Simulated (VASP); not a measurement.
# Sr2Ge2As (P-3m1) in VASP: relaxation of shape and atoms at fixed volume with PBE

Aim: the relaxation of shape and atoms at fixed volume of Sr2Ge2As with PBE.

Program: VASP 6.6.1. These are calculated values, not measurements. Logs are shortened: lines on timing, memory, paths and dates and some standing lists are left out, and cuts for length are marked.

## Step 1: The cell of the first run

The structure is trigonal, space group P-3m1 (No. 164). Conventional cell: a = 4.371 Å, b = 4.371 Å, c = 9.601 Å, α = 90.00°, β = 90.00°, γ = 120.00°. Sr (site symmetry 3m) has 3 As at 3.09 Å and 4 Ge at 3.50 to 3.58 Å within 4.1 Å. Ge (site symmetry 3m) has 3 Ge at 2.70 Å and 4 Sr at 3.50 to 3.58 Å within 3.6 Å. As (site symmetry -3m) has 6 Sr at 3.09 Å within 4.1 Å.

## Step 2: Relaxation of shape and atoms at fixed volume, PBE (31.77 Å³/atom)

INCAR

```
SYSTEM = Sr2Ge2As
ALGO = Normal
EDIFF = 1E-6
EDIFFG = -0.01
ENCUT = 600
GGA = PE
IBRION = 2
ISIF = 4
ISMEAR = 0
LASPH = .True.
LCHARG = .False.
LREAL = .False.
LWAVE = .False.
NELM = 80
NSW = 50
PREC = Accurate
SIGMA = 0.1
```

KPOINTS

```
k-points
0
Gamma
  12 12 4
  0 0 0
```

POSCAR

```
Sr2Ge2As
1.0
    4.3711063045      0.0000000000      0.0000000000
   -2.1855531522      3.7854891024      0.0000000000
    0.0000000000      0.0000000000      9.6012910000
Sr Ge As
2 2 1
Direct
    0.3333333333      0.6666666667      0.1857055609
    0.6666666667      0.3333333333      0.8142944391
    0.3333333333      0.6666666667      0.5503018671
    0.6666666667      0.3333333333      0.4496981329
    0.0000000000      0.0000000000      0.0000000000
```

Potentials or basis: VASP PAW PBE potentials, release 64 (Sr_sv, Ge_d, As).

Launch:

```bash
$ cat potpaw_PBE.64/Sr_sv/POTCAR potpaw_PBE.64/Ge_d/POTCAR potpaw_PBE.64/As/POTCAR > POTCAR
$ mpirun -np 1 vasp_std > vasp.out
```

OUTCAR:

```text
SYSTEM = Sr2Ge2As
   EDIFF = 1E-6
   EDIFFG = -0.01
   ENCUT = 600
   GGA = PE
   IBRION = 2
   ISIF = 4
   ISMEAR = 0
   LASPH = .True.
   LREAL = .False.
   NELM = 80
   NSW = 50
   PREC = Accurate

 ion  position               nearest neighbor table
   1  0.333  0.667  0.186-   5 3.09   5 3.09   5 3.09   3 3.50   4 3.58   4 3.58   4 3.58   2 4.37
                             2 4.37   2 4.37
   2  0.667  0.333  0.814-   5 3.09   5 3.09   5 3.09   4 3.50   3 3.58   3 3.58   3 3.58   1 4.37
                             1 4.37   1 4.37
   3  0.333  0.667  0.550-   4 2.70   4 2.70   4 2.70   1 3.50   2 3.58   2 3.58   2 3.58
   4  0.667  0.333  0.450-   3 2.70   3 2.70   3 2.70   2 3.50   1 3.58   1 3.58   1 3.58
   5  0.000  0.000  0.000-   1 3.09   2 3.09   2 3.09   1 3.09   2 3.09   1 3.09

  LATTYP: Found a hexagonal cell.
 ALAT       =     4.3711063045
 C/A-ratio  =     2.1965356894

  Lattice vectors:

 A1 = (   4.3711063045,   0.0000000000,   0.0000000000)
 A2 = (  -2.1855531522,   3.7854891024,   0.0000000000)
 A3 = (   0.0000000000,   0.0000000000,   9.6012910000)

Analysis of symmetry for initial positions (statically):
=====================================================================
 Subroutine PRICEL returns:
 Original cell was already a primitive cell.

 Routine SETGRP: Setting up the symmetry group for a
 hexagonal supercell.

 Subroutine GETGRP returns: Found 12 space group operations
 (whereof 12 operations were pure point group operations)
 out of a pool of 24 trial point group operations.

The static configuration has the point symmetry D_3d.

Analysis of symmetry for dynamics (positions and initial velocities):
=====================================================================
 Subroutine PRICEL returns:
 Original cell was already a primitive cell.

 Routine SETGRP: Setting up the symmetry group for a
 hexagonal supercell.

 Subroutine GETGRP returns: Found 12 space group operations
 (whereof 12 operations were pure point group operations)
 out of a pool of 24 trial point group operations.

The dynamic configuration has the point symmetry D_3d.

 Subroutine INISYM returns: Found 12 space group operations
 (whereof 12 operations are pure point group operations),
 and found     1 'primitive' translations

----------------------------------------------------------------------------------------

                                     Primitive cell

  volume of cell :     158.8704

  direct lattice vectors                    reciprocal lattice vectors
     4.371106304  0.000000000  0.000000000     0.228775036  0.132083328  0.000000000
    -2.185553152  3.785489102  0.000000000     0.000000000  0.264166657  0.000000000
     0.000000000  0.000000000  9.601291000     0.000000000  0.000000000  0.104152660

  length of vectors
     4.371106304  4.371106305  9.601291000     0.264166657  0.264166657  0.104152660

  position of ions in fractional coordinates (direct lattice)
     0.333333333  0.666666667  0.185705561
     0.666666667  0.333333333  0.814294439
     0.333333333  0.666666667  0.550301867
     0.666666667  0.333333333  0.449698133
     0.000000000  0.000000000  0.000000000

  ion indices of the primitive-cell ions
   primitive index   ion index
                 1           1
                 2           2
                 3           3
                 4           4
                 5           5

----------------------------------------------------------------------------------------

 KPOINTS: k-points

Automatic generation of k-mesh.
 Grid dimensions read from file:
 generate k-points for:   12   12    4

 Generating k-lattice:

  Cartesian coordinates                     Fractional coordinates (reciprocal lattice)
     0.019064586  0.011006944  0.000000000     0.083333333  0.000000000  0.000000000
     0.000000000  0.022013888  0.000000000     0.000000000  0.083333333  0.000000000
     0.000000000  0.000000000  0.026038165     0.000000000  0.000000000  0.250000000

  Length of vectors
     0.022013888  0.022013888  0.026038165

  Shift w.r.t. Gamma in fractional coordinates (k-lattice)
     0.000000000  0.000000000  0.000000000

 Subroutine IBZKPT returns following result:
 ===========================================

 Found     69 irreducible k-points:

 Following reciprocal coordinates:
            Coordinates               Weight
  0.000000  0.000000  0.000000      1.000000
  0.083333  0.000000  0.000000      6.000000
  0.166667  0.000000  0.000000      6.000000
  0.250000 -0.000000  0.000000      6.000000
  0.333333  0.000000  0.000000      6.000000
  0.416667 -0.000000  0.000000      6.000000
[... 16 lines left out ...]
  0.166667  0.000000  0.250000      6.000000
  0.000000  0.166667  0.250000      6.000000
 [... further k-points ...]
   k-points           NKPTS =     69   k-points in BZ     NKDIM =     69   number of bands    NBANDS=     31
   number of dos      NEDOS =    301   number of ions     NIONS =      5
   total plane-waves  NPLWV = 103680
   dimension x,y,z NGX =    36 NGY =   36 NGZ =   80
   dimension x,y,z NGXF=    72 NGYF=   72 NGZF=  160
   ions per type =               2   2   1
   NGX,Y,Z   is equivalent  to a cutoff of  13.69, 13.69, 13.85 a.u.
   NGXF,Y,Z  is equivalent  to a cutoff of  27.38, 27.38, 27.70 a.u.
 SYSTEM =  Sr2Ge2As
   PREC   = accura    normal or accurate (medium, high low for compatibility)
   ISTART =      0    job   : 0-new  1-cont  2-samecut
   ICHARG =      2    charge: 1-file 2-atom 10-const
   ISPIN  =      1    spin polarized calculation?
   LNONCOLLINEAR =      F non collinear calculations
   LSORBIT =      F    spin-orbit coupling
   LASPH  =      T    aspherical Exc in radial PAW
   ENCUT  =  600.0 eV  44.10 Ry    6.64 a.u.   8.73  8.73 19.18*2*pi/ulx,y,z
   NELM   =     80;   NELMIN=  2; NELMDL= -5     # of ELM steps
   EDIFF  = 0.1E-05   stopping-criterion for ELM
   LREAL  =      F    real-space projection
   EDIFFG = -.1E-01   stopping-criterion for IOM
   NSW    =     50    number of steps for IOM
   IBRION =      2    ionic relax: 0-MD 1-quasi-New 2-CG
   NFREE  =      1    steps in history (QN), initial steepest desc. (CG)
   ISIF   =      4    stress and relaxation
   ISYM   =      2    0-nonsym 1-usesym 2-fastsym
   POTIM  = 0.5000    time-step for ionic-motion
   TEBEG  =    0.0;   TEEND  =   0.0 temperature during run
   PSTRESS=    0.0 pullay stress
   NELECT =      53.0000    total number of electrons
   NUPDOWN=      -1.0000    fix difference up-down
   EMIN   =  10.00;   EMAX   =-10.00  energy-range for DOS
   EFERMI =   0.00;   METHOD = LEGACY
   ISMEAR =     0;   SIGMA  =   0.10  broadening in eV -4-tet -1-fermi 0-gaus
   EFERMI_NEDOS =   21; number of points for ismear=-14 and -15
   IALGO  =     38    algorithm
   IMIX   =      4    mixing-type and parameters
     AMIX     =   0.40;   BMIX     =  1.00
     AMIX_MAG =   1.60;   BMIX_MAG =  1.00
  volume/ion in A,a.u.               =      31.77       214.42
  Fermi-wavevector in a.u.,A,eV,Ry     =   1.135409  2.145612 17.540009  1.289154
  Thomas-Fermi vector in A             =   2.272114
   LORBIT       =      0    0 simple, 1 ext, 2 COOP (PROOUT), +10 PAW based schemes
   GGA     = PE    functional components
   LHFCALC =     F    Hartree Fock is set to
   AEXX    =    0.0000 exact exchange contribution
   IVDW    =     0    specifies the selected vdW correction
   LEPSILON=     F    determine dielectric tensor
   LRPA    =     F    only Hartree local field effects (RPA)
 conjugate gradient relaxation of ions
 non-spin polarized calculation
 Gauss-broadening in eV      SIGMA  =   0.10
  energy-cutoff  :      600.00
  volume of cell :      158.87
 maximum number of plane-waves:      5337
 NGX is ok and might be reduce to    36
   NGX = 17   NGY = 17   NGZ = 39

--------------------------------------- Ionic step        1  -------------------------------------------

 number of electron      52.9999988 magnetization

 Free energy of the ion-electron system (eV)
  ---------------------------------------------------
  ext. energy  EPLUGINS =         0.00000000
  ---------------------------------------------------
  free energy    TOTEN  =       -20.14957505 eV

  energy without entropy =      -20.13610048  energy(sigma->0) =      -20.14283776

------------------------ aborting loop because EDIFF is reached ----------------------------------------

  FORCE on cell =-STRESS in cart. coord.  units (eV):
  Direction    XX          YY          ZZ          XY          YZ          ZX
  --------------------------------------------------------------------------------------
  -------------------------------------------------------------------------------------
  Total       -1.7362669     -1.7362669     -1.8449030     -0.0000000      0.0000000      0.0000000
  in kB      -17.5099167    -17.5099167    -18.6054903     -0.0000000      0.0000000      0.0000000
  external PRESSURE =     -17.8751079 kB  Pullay stress =       0.0000000 kB

 VOLUME and BASIS-vectors are now :
 -----------------------------------------------------------------------------
  energy-cutoff  :      600.00
  volume of cell :      158.87
      direct lattice vectors                 reciprocal lattice vectors
     4.371106304  0.000000000  0.000000000     0.228775036  0.132083328  0.000000000
    -2.185553152  3.785489102  0.000000000     0.000000000  0.264166657  0.000000000
     0.000000000  0.000000000  9.601291000     0.000000000  0.000000000  0.104152660
[... 118 lines left out ...]
 POSITION                                       TOTAL-FORCE (eV/Angst)
 -----------------------------------------------------------------------------------
     -0.00000      2.52573      1.76273         0.000000      0.000000     -0.015399
      2.18735      1.26287      7.82279        -0.000000     -0.000000      0.015399
     -0.00000      2.52573      5.26551        -0.000000     -0.000000      0.010056
      2.18735      1.26287      4.32001         0.000000      0.000000     -0.010056
      4.37470     -0.00000      0.00000         0.000000     -0.000000      0.000000
 -----------------------------------------------------------------------------------
    total drift:                                0.000000      0.000000      0.000000

  FREE ENERGIE OF THE ION-ELECTRON SYSTEM (eV)
  ---------------------------------------------------
  free  energy   TOTEN  =       -20.1514255478 eV

  energy  without entropy=      -20.1371155337  energy(sigma->0) =      -20.14427054

--------------------------------------- Ionic step        5  -------------------------------------------

 number of electron      52.9999985 magnetization

 Free energy of the ion-electron system (eV)
  ---------------------------------------------------
  ext. energy  EPLUGINS =         0.00000000
  ---------------------------------------------------
  free energy    TOTEN  =       -20.15147734 eV

  energy without entropy =      -20.13706278  energy(sigma->0) =      -20.14427006

 E-fermi :   2.2570     XC(G=0):  -8.6901

 val. band max:        2.2527233531   @ k =   0.0000   0.1667   0.2500
 cond. band min:       2.2646382979   @ k =   0.0833   0.0833   0.2500
 fundamental gap:      0.0119149448
 Fermi energy:         2.2570290716

 k-point     1 :       0.0000    0.0000    0.0000
  band No.  band energies     occupation
      1     -32.5404      2.00000
      2     -32.5336      2.00000
      3     -21.9125      2.00000
      4     -21.9125      2.00000
      5     -21.8752      2.00000
      6     -21.8752      2.00000
[... 805 lines left out ...]
     30       5.1793      0.00000
     31       5.4670      0.00000

 [... further k-points ...]

------------------------ aborting loop because EDIFF is reached ----------------------------------------

  FORCE on cell =-STRESS in cart. coord.  units (eV):
  Direction    XX          YY          ZZ          XY          YZ          ZX
  --------------------------------------------------------------------------------------
  -------------------------------------------------------------------------------------
  Total       -1.6148230     -1.6148230     -1.6429632     -0.0000000      0.0000000     -0.0000000
  in kB      -16.2851775    -16.2851775    -16.5689668     -0.0000000      0.0000000     -0.0000000
  external PRESSURE =     -16.3797739 kB  Pullay stress =       0.0000000 kB

 VOLUME and BASIS-vectors are now :
 -----------------------------------------------------------------------------
  energy-cutoff  :      600.00
  volume of cell :      158.87
      direct lattice vectors                 reciprocal lattice vectors
     4.373470645 -0.000000000  0.000000000     0.228651357  0.132011923  0.000000000
    -2.186735323  3.787536682 -0.000000000     0.000000000  0.264023846  0.000000000
    -0.000000000 -0.000000000  9.590912703    -0.000000000  0.000000000  0.104265364

 POSITION                                       TOTAL-FORCE (eV/Angst)
 -----------------------------------------------------------------------------------
     -0.00000      2.52502      1.76099         0.000000      0.000000     -0.002477
      2.18674      1.26251      7.82993        -0.000000     -0.000000      0.002477
     -0.00000      2.52502      5.26868        -0.000000     -0.000000      0.001064
      2.18674      1.26251      4.32223         0.000000      0.000000     -0.001064
     -2.18674      3.78754     -0.00000         0.000000      0.000000      0.000000
 -----------------------------------------------------------------------------------
    total drift:                                0.000000      0.000000      0.000000

  FREE ENERGIE OF THE ION-ELECTRON SYSTEM (eV)
  ---------------------------------------------------
  free  energy   TOTEN  =       -20.1514773422 eV

  energy  without entropy=      -20.1370627771  energy(sigma->0) =      -20.14427006

 reached required accuracy - stopping structural energy minimisation
```

It took 34 min on 1 thread of Intel Xeon 8259CL, shared host; peak memory 0.63 GiB.

Results:

- Free energy: -20.1515 eV
- Energy gained by relaxing: 0.4 meV/atom
- Ionic steps: 5
- Pressure after relaxing: -1.6 GPa
- Band gap on the k mesh: zero (an odd number of electrons rules out a gap without spin polarisation)

Forces in eV/Å, atoms in the order of the input:
```
Sr   0.000  0.000 -0.002
Sr   0.000  0.000  0.002
Ge   0.000  0.000  0.001
Ge   0.000  0.000 -0.001
As   0.000  0.000  0.000
```

Step by step:
| step | energy change (eV) | largest force (eV/Å) | pressure (GPa) | volume (Å³) |
| --- | --- | --- | --- | --- |
| 1 | 0.0000 | 0.0688 | -1.79 | 158.87 |
| 2 | -0.0007 | 0.0601 | -1.77 | 158.87 |
| 3 | -0.0015 | 0.0379 | -1.67 | 158.87 |
| 4 | -0.0019 | 0.0154 | -1.64 | 158.87 |
| 5 | -0.0019 | 0.0025 | -1.64 | 158.87 |

Final structure:
```
CELL_PARAMETERS angstrom
4.37347 0.00000 0.00000
-2.18674 3.78754 0.00000
0.00000 0.00000 9.59091
ATOMIC_POSITIONS crystal
Sr 0.33333 0.66667 0.18361
Sr 0.66667 0.33333 0.81639
Ge 0.33333 0.66667 0.54934
Ge 0.66667 0.33333 0.45066
As 0.00000 0.00000 0.00000
```

Caveat: an odd number of electrons without spin polarisation forces a metal; a magnetic or distorted state may lie lower.
